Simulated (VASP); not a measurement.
A run of VASP 6.6.1:

Contents of INCAR:

```
SYSTEM = Mo
PREC = Accurate ; ENCUT = 520
EDIFF = 1E-7 ; ISMEAR = 0
SIGMA = 0.1 ; LREAL = .False.
LASPH = .True. ; NELM = 80
ALGO = Normal ; ISIF = 2
LWAVE = .False. ; LCHARG = .True.
LDIPOL = .True. ; IDIPOL = 3
DIPOL = 0.5 0.5 0.495 ; GGA = PE
LELF = .True. ; LVHAR = .True.
LVACPOTAV = .True. ; NBANDS = 96
```

The input KPOINTS:

```
Automatic mesh
0
Gamma
  4 4 1
  0 0 0
```

The input POSCAR:

```
Mo
1.0
    5.4740406959      0.0000000000      0.0000000000
   -1.8246802320      5.1609750621      0.0000000000
    0.0000000000      0.0000000000     20.4695355121
Mo
12
Direct
    0.2500000000      0.2500000000      0.3908246963
    0.2500000000      0.7500000000      0.3908246963
    0.7500000000      0.2500000000      0.3908246963
    0.7500000000      0.7500000000      0.3908246963
    0.5000000000      0.5000000000      0.4954761749
    0.5000000000      0.0000000000      0.4954761749
    0.0000000000      0.5000000000      0.4954761749
    0.0000000000      0.0000000000      0.4954761749
    0.7500000000      0.7500000000      0.6001331346
    0.7500000000      0.2500000000      0.6001331346
    0.2500000000      0.7500000000      0.6001331346
    0.2500000000      0.2500000000      0.6001331346
```

Potentials or basis: VASP PAW PBE potentials, release 64 (Mo_sv).

Command:

```console
$ cat potpaw_PBE.64/Mo_sv/POTCAR > POTCAR
$ mpirun -np 1 vasp_std > vasp.out
```

Hardware: 1 thread of Intel Xeon 8259CL, with other jobs on the host.

Problem. Estimate the wall time of this run.

Solution. Wall time 34 min on 1 thread of Intel Xeon 8259CL, on a shared host, peak memory 0.74 GiB. Counts: scf iterations 34, k points 7.
